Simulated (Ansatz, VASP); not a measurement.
**SrPd5 in VASP and in Ansatz**

File INCAR:

```
SYSTEM = SrPd5
ALGO = Normal
EDIFF = 1E-6
ENCUT = 520
GGA = CA
ISIF = 2
ISMEAR = -1
LASPH = .True.
LCHARG = .False.
LREAL = .False.
LWAVE = .False.
NBANDS = 39
NELM = 100
PREC = Accurate
SIGMA = 0.1
```

The input KPOINTS:

```
k-points
0
Gamma
  2 2 3
  0 0 0
```

POSCAR

```
SrPd5
1.0
    5.3830000000      0.0000000000      0.0000000000
   -2.6915000000      4.6618100000      0.0000000000
    0.0000000000      0.0000000000      4.3920000000
Sr Pd
1 5
Direct
    0.0000000000      0.0000000000      0.0000000000
    0.3333333333      0.6666666667      0.0000000000
    0.6666666667      0.3333333333      0.0000000000
    0.5000000000      0.0000000000      0.5000000000
    0.5000000000      0.5000000000      0.5000000000
    0.0000000000      0.5000000000      0.5000000000
```

Input for Ansatz:

```yaml
crystal:
  lattice:
    - [5.383, 0.0, 0.0]
    - [-2.6915, 4.66181, 0.0]
    - [0.0, 0.0, 4.392]
  atoms:
    - { symbol: Sr, position: [0.0, 0.0, 0.0] }
    - { symbol: Pd, position: [0.3333333333333333, 0.6666666666666666, 0.0] }
    - { symbol: Pd, position: [0.6666666666666666, 0.3333333333333333, 0.0] }
    - { symbol: Pd, position: [0.5, 0.0, 0.5] }
    - { symbol: Pd, position: [0.5, 0.5, 0.5] }
    - { symbol: Pd, position: [0.0, 0.5, 0.5] }
kpoints:
  mp_grid:
    grid: [2, 2, 3]
hamiltonian:
  xc: lda
scf:
  occupations:
    method: fermi_dirac
output:
  forces: true
  stress: true
```

Alike in both runs: task single point; functional LDA; k mesh 2 × 2 × 3; no spin polarisation.

|  | VASP | Ansatz |
| --- | --- | --- |
| version | VASP 6.6.1 | Ansatz 0.2.0 |
| potentials or method | VASP PAW LDA potentials, release 64 (Sr_sv, Pd) | plane waves, PAW |
| plane-wave cutoff (eV) | 520 | 420 |
| occupations | fermi-dirac, width 0.1 eV | fermi-dirac |
| valence electrons in the cell | 60 | 100 |

```csv
,VASP,Ansatz,Ansatz less VASP
pressure (GPa),-7.3,-7.6,-0.26
"traceless stress, the component that is largest in VASP (GPa)",1.45,1.51,+0.067
```

LDA's correlation is that of Perdew and Zunger in VASP and of Perdew and Wang (1992) in Ansatz. VASP's potentials hold 60 valence electrons a cell and Ansatz's 100, so a difference there can come from the potentials and not from the codes.

The k mesh is coarse, so the values compare programs but aren't converged.
